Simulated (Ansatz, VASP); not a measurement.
# GaP in VASP and in Ansatz

```
Ga P
1.0
     1.94302    1.12180    6.54335
    -1.94302    1.12180    6.54335
     0.00000   -2.24360    6.54335
Ga P
2 2
Direct
  0.43537 0.43537 0.43537
  0.56463 0.56463 0.56463
  0.05739 0.05739 0.05739
  0.94261 0.94261 0.94261
```

Change from the starting cell: strain +0.0175 x Voigt [0, 0, 1, 0, 0, 0], atoms carried along.

Alike in both runs: task single point; functional PBEsol; k mesh 12 × 12 × 12; no spin polarisation.

|  | VASP | Ansatz |
| --- | --- | --- |
| version | VASP 6.6.1 | Ansatz 0.2.0 |
| potentials or method | VASP PAW PBE potentials, release 64 (Ga_d, P), cutoff 520 eV | scalar-relativistic, plane waves, PAW |
| occupations | methfessel-paxton of order 1, width 0.1 eV | cold, width 0.1 eV |
| valence electrons in the cell | 36 | 36 |

```tsv
	VASP	Ansatz	Ansatz less VASP
gap on the k mesh at the Fermi level (eV)	0.65	0.64	-0.009
least direct gap on the mesh (eV)	1.09	1.09	+0.001
pressure (GPa)	-4.1	-4.0	+0.02
traceless stress, the component that is largest in VASP (GPa)	-1.86	-1.84	+0.013
rms of the force components (eV/Å)	0.070	0.065	-0.0050
```

VASP's potentials were made for PBE, not for PBEsol. Atom by atom the forces differ by 0.005 eV/Å (rms over components).
